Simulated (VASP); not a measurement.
# Mo2N (R-3m) in VASP: electric field gradients with LDA

Aim: the electric field gradients of Mo2N with LDA.

All numbers are computed with VASP 6.6.1; they aren't measurements. Logs are shortened: lines on timing, memory, paths and dates and some standing lists are left out, and cuts for length are marked.

### 1 The cell of the first run

The structure is trigonal, space group R-3m (No. 166). Conventional cell: a = 2.861 Å, b = 2.861 Å, c = 14.683 Å, α = 90.00°, β = 90.00°, γ = 120.00°. Within 2.9 Å of Mo (site symmetry 3m) lie 3 N at 2.12 Å and 9 Mo at 2.79 to 2.86 Å. Within 2.9 Å of N (site symmetry -3m) lie 6 Mo at 2.12 Å and 6 N at 2.86 Å.

### 2 Electric field gradients, LDA

INCAR reads:

```
PREC = Accurate ; ENCUT = 520
EDIFF = 1E-8 ; ISMEAR = -1
SIGMA = 0.15 ; LREAL = F
LASPH = T ; NELM = 60
ALGO = Normal ; ISIF = 2
LWAVE = F ; LCHARG = F
LEFG = T ; NBANDS = 24
```

KPOINTS reads:

```
regular mesh
0
Gamma
  18 18 18
```

POSCAR reads:

```
Mo2N
1.0
    1.4304202995      0.8258535450      4.8942515191
   -1.4304202995      0.8258535450      4.8942515191
    0.0000000000     -1.6517070900      4.8942515191
Mo N
2 1
Direct
    0.2432228622      0.2432228622      0.2432228622
    0.7567771378      0.7567771378      0.7567771378
    0.0000000000      0.0000000000      0.0000000000
```

Potentials or basis: VASP PAW LDA potentials, release 64 (Mo_sv, N).

On the command line:

```console
cat potpaw_LDA.64/Mo_sv/POTCAR potpaw_LDA.64/N/POTCAR > POTCAR
mpirun -np 1 vasp_std > vasp.out
```

OUTCAR:

```text
PREC = Accurate
   ENCUT = 520
   EDIFF = 1E-8
   ISMEAR = -1
   LREAL = F
   LASPH = T
   NELM = 60
   ISIF = 2

 ion  position               nearest neighbor table
   1  0.243  0.243  0.243-   3 2.12   3 2.12   3 2.12   2 2.79   2 2.79   2 2.79   2 3.12   2 3.12
                             2 3.12
   2  0.757  0.757  0.757-   3 2.12   3 2.12   3 2.12   1 2.79   1 2.79   1 2.79   1 3.12   1 3.12
                             1 3.12
   3  0.000  0.000  0.000-   2 2.12   2 2.12   1 2.12   1 2.12   2 2.12   1 2.12

  LATTYP: Found a trigonal (rhomboedric) cell.
 ALAT       =     5.1654461805
 COS(alpha) =     0.8466295672

  Lattice vectors:

 A1 = (   1.4304202995,   0.8258535450,   4.8942515191)
 A2 = (  -1.4304202995,   0.8258535450,   4.8942515191)
 A3 = (   0.0000000000,  -1.6517070900,   4.8942515191)

Analysis of symmetry for initial positions (statically):
=====================================================================
 Subroutine PRICEL returns:
 Original cell was already a primitive cell.

 Routine SETGRP: Setting up the symmetry group for a
 trigonal (rhombohedral) supercell.

 Subroutine GETGRP returns: Found 12 space group operations
 (whereof 12 operations were pure point group operations)
 out of a pool of 12 trial point group operations.

The static configuration has the point symmetry D_3d.

Analysis of symmetry for dynamics (positions and initial velocities):
=====================================================================
 Subroutine PRICEL returns:
 Original cell was already a primitive cell.

 Routine SETGRP: Setting up the symmetry group for a
 trigonal (rhombohedral) supercell.

 Subroutine GETGRP returns: Found 12 space group operations
 (whereof 12 operations were pure point group operations)
 out of a pool of 12 trial point group operations.

The dynamic configuration has the point symmetry D_3d.

 Subroutine INISYM returns: Found 12 space group operations
 (whereof 12 operations are pure point group operations),
 and found     1 'primitive' translations

----------------------------------------------------------------------------------------

                                     Primitive cell

  volume of cell :      34.6900

  direct lattice vectors                    reciprocal lattice vectors
     1.430420299  0.825853545  4.894251519     0.349547612  0.201811408  0.068107111
    -1.430420299  0.825853545  4.894251519    -0.349547612  0.201811408  0.068107111
     0.000000000 -1.651707090  4.894251519     0.000000000 -0.403622816  0.068107111

  length of vectors
     5.165446180  5.165446180  5.165446180     0.409328665  0.409328665  0.409328665

  position of ions in fractional coordinates (direct lattice)
     0.243222862  0.243222862  0.243222862
     0.756777138  0.756777138  0.756777138
     0.000000000  0.000000000  0.000000000

  ion indices of the primitive-cell ions
   primitive index   ion index
                 1           1
                 2           2
                 3           3

----------------------------------------------------------------------------------------

 KPOINTS: regular mesh

Automatic generation of k-mesh.
 Grid dimensions read from file:
 generate k-points for:   18   18   18

 Generating k-lattice:

  Cartesian coordinates                     Fractional coordinates (reciprocal lattice)
     0.019419312  0.011211745  0.003783728     0.055555556  0.000000000  0.000000000
    -0.019419312  0.011211745  0.003783728     0.000000000  0.055555556  0.000000000
     0.000000000 -0.022423490  0.003783728     0.000000000  0.000000000  0.055555556

  Length of vectors
     0.022740481  0.022740481  0.022740481

  Shift w.r.t. Gamma in fractional coordinates (k-lattice)
     0.000000000  0.000000000  0.000000000

 Subroutine IBZKPT returns following result:
 ===========================================

 Found    580 irreducible k-points:

 Following reciprocal coordinates:
            Coordinates               Weight
  0.000000  0.000000  0.000000      1.000000
  0.055556  0.000000  0.000000      6.000000
  0.111111  0.000000  0.000000      6.000000
  0.166667  0.000000  0.000000      6.000000
  0.222222  0.000000  0.000000      6.000000
  0.277778  0.000000 -0.000000      6.000000
[... 16 lines left out ...]
 -0.277778  0.055556  0.000000     12.000000
 -0.222222  0.055556 -0.000000     12.000000
 [... further k-points ...]
   k-points           NKPTS =    580   k-points in BZ     NKDIM =    580   number of bands    NBANDS=     24
   number of dos      NEDOS =    301   number of ions     NIONS =      3
   total plane-waves  NPLWV =  64000
   dimension x,y,z NGX =    40 NGY =   40 NGZ =   40
   dimension x,y,z NGXF=    80 NGYF=   80 NGZF=   80
   ions per type =               2   1
   NGX,Y,Z   is equivalent  to a cutoff of  12.87, 12.87, 12.87 a.u.
   NGXF,Y,Z  is equivalent  to a cutoff of  25.75, 25.75, 25.75 a.u.
 SYSTEM =  unknown system
   PREC   = accura    normal or accurate (medium, high low for compatibility)
   ISTART =      0    job   : 0-new  1-cont  2-samecut
   ICHARG =      2    charge: 1-file 2-atom 10-const
   ISPIN  =      1    spin polarized calculation?
   LNONCOLLINEAR =      F non collinear calculations
   LSORBIT =      F    spin-orbit coupling
   LASPH  =      T    aspherical Exc in radial PAW
   ENCUT  =  520.0 eV  38.22 Ry    6.18 a.u.   9.60  9.60  9.60*2*pi/ulx,y,z
   NELM   =     60;   NELMIN=  2; NELMDL= -5     # of ELM steps
   EDIFF  = 0.1E-07   stopping-criterion for ELM
   LREAL  =      F    real-space projection
   EDIFFG = 0.1E-06   stopping-criterion for IOM
   NSW    =      0    number of steps for IOM
   IBRION =     -1    ionic relax: 0-MD 1-quasi-New 2-CG
   NFREE  =      0    steps in history (QN), initial steepest desc. (CG)
   ISIF   =      2    stress and relaxation
   ISYM   =      2    0-nonsym 1-usesym 2-fastsym
   POTIM  = 0.5000    time-step for ionic-motion
   TEBEG  =    0.0;   TEEND  =   0.0 temperature during run
   PSTRESS=    0.0 pullay stress
   NELECT =      33.0000    total number of electrons
   NUPDOWN=      -1.0000    fix difference up-down
   EMIN   =  10.00;   EMAX   =-10.00  energy-range for DOS
   EFERMI =   0.00;   METHOD = LEGACY
   ISMEAR =    -1;   SIGMA  =   0.15  broadening in eV -4-tet -1-fermi 0-gaus
   EFERMI_NEDOS =   21; number of points for ismear=-14 and -15
   IALGO  =     38    algorithm
   IMIX   =      4    mixing-type and parameters
     AMIX     =   0.40;   BMIX     =  1.00
     AMIX_MAG =   1.60;   BMIX_MAG =  1.00
  volume/ion in A,a.u.               =      11.56        78.03
  Fermi-wavevector in a.u.,A,eV,Ry     =   1.610070  3.042591 35.270724  2.592325
  Thomas-Fermi vector in A             =   2.705679
   LORBIT       =      0    0 simple, 1 ext, 2 COOP (PROOUT), +10 PAW based schemes
   GGA     = CA    functional components
   LHFCALC =     F    Hartree Fock is set to
   AEXX    =    0.0000 exact exchange contribution
   IVDW    =     0    specifies the selected vdW correction
   LEPSILON=     F    determine dielectric tensor
   LRPA    =     F    only Hartree local field effects (RPA)
 non-spin polarized calculation
  energy-cutoff  :      520.00
  volume of cell :       34.69
 maximum number of plane-waves:       950
   NGX = 19   NGY = 19   NGZ = 19

 number of electron      33.0000002 magnetization

 Free energy of the ion-electron system (eV)
  ---------------------------------------------------
  ext. energy  EPLUGINS =         0.00000000
  ---------------------------------------------------
  free energy    TOTEN  =       -34.67526521 eV

  energy without entropy =      -34.54722278  energy(sigma->0) =      -34.61124400

 E-fermi :  13.1925     XC(G=0): -14.0088

 val. band max:       13.1918317253   @ k =  -0.3889   0.1111   0.0556
 cond. band min:      13.1929503490   @ k =  -0.1111   0.3333   0.1111
 fundamental gap:      0.0011186237
 Fermi energy:        13.1924954481

 k-point     1 :       0.0000    0.0000    0.0000
  band No.  band energies     occupation
      1     -47.9106      2.00000
      2     -47.7344      2.00000
      3     -22.7868      2.00000
      4     -21.6881      2.00000
      5     -21.6881      2.00000
      6     -21.6583      2.00000
[... 16 lines left out ...]
     23      17.0443      0.00000
     24      20.0907      0.00000

 k-point     2 :       0.0556    0.0000    0.0000
  band No.  band energies     occupation
      1     -47.9051      2.00000
      2     -47.7315      2.00000
      3     -22.7731      2.00000
      4     -21.7316      2.00000
      5     -21.6948      2.00000
      6     -21.6481      2.00000
[... 16 lines left out ...]
     23      17.0910      0.00000
     24      20.4285      0.00000

 k-point     3 :       0.1111    0.0000    0.0000
  band No.  band energies     occupation
      1     -47.8892      2.00000
      2     -47.7231      2.00000
      3     -22.7329      2.00000
      4     -21.8265      2.00000
      5     -21.7141      2.00000
      6     -21.6926      2.00000
[... 16 lines left out ...]
     23      17.2393      0.00000
     24      21.2604      0.00000

 k-point     4 :       0.1667    0.0000    0.0000
  band No.  band energies     occupation
      1     -47.8643      2.00000
      2     -47.7106      2.00000
      3     -22.6689      2.00000
      4     -21.9596      2.00000
      5     -21.8371      2.00000
      6     -21.7434      2.00000
[... 16 lines left out ...]
     23      17.4897      0.00000
     24      22.3072      0.00000

 k-point     5 :       0.2222    0.0000    0.0000
  band No.  band energies     occupation
      1     -47.8328      2.00000
      2     -47.6960      2.00000
      3     -22.5856      2.00000
      4     -22.1167      2.00000
      5     -22.0101      2.00000
      6     -21.7791      2.00000
[... 451 lines left out ...]
 k-point    22 :      -0.3333    0.0556    0.0000
  band No.  band energies     occupation
      1     -47.7455      2.00000
      2     -47.6640      2.00000
      3     -22.4898      2.00000
      4     -22.4583      2.00000
      5     -22.3011      2.00000
      6     -21.8923      2.00000
[... 16 lines left out ...]
     23      18.7454      0.00000
     24      23.4248      0.00000

 k-point    23 :      -0.2778    0.0556    0.0000
  band No.  band energies     occupation
      1     -47.7789      2.00000
      2     -47.6730      2.00000
      3     -22.4508      2.00000
      4     -22.3522      2.00000
      5     -22.2734      2.00000
      6     -21.8556      2.00000
[... 16 lines left out ...]
     23      18.3389      0.00000
     24      23.5676      0.00000

 k-point    24 :      -0.2222    0.0556   -0.0000
  band No.  band energies     occupation
      1     -47.8138      2.00000
      2     -47.6861      2.00000
      3     -22.5407      2.00000
      4     -22.1987      2.00000
      5     -22.1143      2.00000
      6     -21.8151      2.00000
[... 16 lines left out ...]
     23      18.0428      0.00000
     24      23.6447      0.00000

 [... further k-points ...]

------------------------ aborting loop because EDIFF is reached ----------------------------------------

  FORCE on cell =-STRESS in cart. coord.  units (eV):
  Direction    XX          YY          ZZ          XY          YZ          ZX
  --------------------------------------------------------------------------------------
  -------------------------------------------------------------------------------------
  Total        0.3208850      0.3208850      0.3209531      0.0000000     -0.0000000      0.0000000
  in kB       14.8202574     14.8202574     14.8234033      0.0000000     -0.0000000      0.0000000
  external PRESSURE =      14.8213060 kB  Pullay stress =       0.0000000 kB

 VOLUME and BASIS-vectors are now :
 -----------------------------------------------------------------------------
  energy-cutoff  :      520.00
  volume of cell :       34.69
      direct lattice vectors                 reciprocal lattice vectors
     1.430420299  0.825853545  4.894251519     0.349547612  0.201811408  0.068107111
    -1.430420299  0.825853545  4.894251519    -0.349547612  0.201811408  0.068107111
     0.000000000 -1.651707090  4.894251519     0.000000000 -0.403622816  0.068107111

 POSITION                                       TOTAL-FORCE (eV/Angst)
 -----------------------------------------------------------------------------------
      0.00000      0.00000      3.57118        -0.000000      0.000000     -0.036874
      0.00000      0.00000     11.11157        -0.000000     -0.000000      0.036874
      0.00000      0.00000      0.00000         0.000000     -0.000000      0.000000
 -----------------------------------------------------------------------------------
    total drift:                                0.000000     -0.000000      0.000000

  FREE ENERGIE OF THE ION-ELECTRON SYSTEM (eV)
  ---------------------------------------------------
  free  energy   TOTEN  =       -34.6752652134 eV

  energy  without entropy=      -34.5472227822  energy(sigma->0) =      -34.61124400

 Electric field gradients (V/A^2)
---------------------------------------------------------------------
 ion       V_xx      V_yy      V_zz      V_xy      V_xz      V_yz
---------------------------------------------------------------------
   1      13.066    13.066   -26.131     0.000    -0.000    -0.000
   2      13.066    13.066   -26.131     0.000     0.000    -0.000
   3       2.418     2.418    -4.835    -0.000    -0.000     0.000
---------------------------------------------------------------------

 Electric field gradients after diagonalization (V/A^2)
 (convention: |V_zz| > |V_xx| > |V_yy|)
----------------------------------------------------------------------
 ion       V_xx      V_yy      V_zz     asymmetry (V_yy - V_xx)/ V_zz
----------------------------------------------------------------------
   1      13.066    13.066   -26.131       0.000
   2      13.066    13.066   -26.131       0.000
   3       2.418     2.418    -4.835       0.000
----------------------------------------------------------------------

           NMR quadrupolar parameters

 Cq : quadrupolar parameter    Cq=e*Q*V_zz/h
 eta: asymmetry parameters     (V_yy - V_xx)/ V_zz
 Q  : nuclear electric quadrupole moment in mb (millibarn)
----------------------------------------------------------------------
 ion       Cq(MHz)       eta       Q (mb)
----------------------------------------------------------------------
   1      -0.063       0.000       1.000
   2      -0.063       0.000       1.000
   3      -0.012       0.000       1.000
----------------------------------------------------------------------
```

It took 7 min on 1 thread of Intel Xeon 6975P-C (Granite Rapids), shared host; peak memory 0.51 GiB.

What came out:

* Free energy: -34.6753 eV
* Pressure: 1.5 GPa
* Largest force: 0.037 eV/Å
* Band gap on the k mesh: zero (an odd number of electrons rules out a gap without spin polarisation)
* Largest electric field gradient by atom: Mo -26.1; N -4.8 V/Å²

Forces in eV/Å, atoms in the order of the input:
```
Mo   0.000  0.000 -0.037
Mo   0.000  0.000  0.037
N    0.000  0.000  0.000
```

Electric field gradients, principal values (V/Å²):
```csv
atom,least,middle,greatest (by size)
1 Mo,13.066,13.066,-26.131
2 Mo,13.066,13.066,-26.131
3 N,2.418,2.418,-4.835
```

Caveat: without QUAD_EFG the Cq values of the log hold for a quadrupole moment of 1 mb, not for the nuclei.
